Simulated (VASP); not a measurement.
Write the native input for VASP 6.6.1 that does the following.

* Task: single point
* Functional: LDA
* Potentials or basis: VASP PAW LDA potentials, release 64 (Bi_d, Te)
* Cutoff: 520 eV
* k mesh: 7 × 7 × 7
* Occupations: fermi-dirac, width 0.05 eV
* Spin: no spin polarisation
* Dipole correction: no
* Further INCAR settings: ALGO = Normal; EDIFF = 1e-06; NBANDS = 32

The structure of Bi2Te3 lies in POSCAR:

```
Bi2Te3
1.0
    2.2218585726      1.2827906449     10.2994407795
   -2.2218585726      1.2827906449     10.2994407795
    0.0000000000     -2.5655812900     10.2994407795
Bi Te
2 3
Direct
    0.6000000000      0.6000000000      0.6000000000
    0.4000000000      0.4000000000      0.4000000000
    0.7905000000      0.7905000000      0.7905000000
    0.2095000000      0.2095000000      0.2095000000
    0.0000000000      0.0000000000      0.0000000000
```

These files were run (other wordings do the same):

INCAR

```
SYSTEM = Bi2Te3
PREC     = Accurate       ! precision mode
ENCUT    = 520            ! plane-wave cutoff, eV
EDIFF    = 1E-6           ! SCF threshold, eV
ISMEAR   = -1             ! smearing method
SIGMA    = 0.05           ! smearing width, eV
LREAL    = .False.        ! projectors in reciprocal space
LASPH    = .True.         ! aspherical terms in the spheres
NELM     = 80             ! most SCF steps
ALGO     = Normal         ! electronic algorithm
ISIF     = 2              ! what is computed and relaxed
LWAVE    = .False.        ! write WAVECAR
LCHARG   = .True.         ! write CHGCAR
LELF     = .True.         ! ELF
LVHAR    = .True.       
NBANDS   = 32             ! bands
```

KPOINTS

```
regular mesh
0
Gamma
  7 7 7
  0 0 0
```

Potentials or basis: VASP PAW LDA potentials, release 64 (Bi_d, Te).

Launch:

```sh
$ cat potpaw_LDA.64/Bi_d/POTCAR potpaw_LDA.64/Te/POTCAR > POTCAR
$ mpirun -np 1 vasp_std > vasp.out
```

Results of the run:

```json
{
  "Pressure": "-3.4 GPa",
  "Largest force": "0.378 eV/Å",
  "Band gap on the k mesh": "0.22 eV"
}
```

Caveat: the cell stands under tension; spin-orbit coupling is left out, which moves the levels of the heavy elements.

Run time: 12 min on 1 thread of AMD EPYC 9R45 96-Core Processor (Zen 5), with other jobs on the host, peak memory 0.67 GiB.
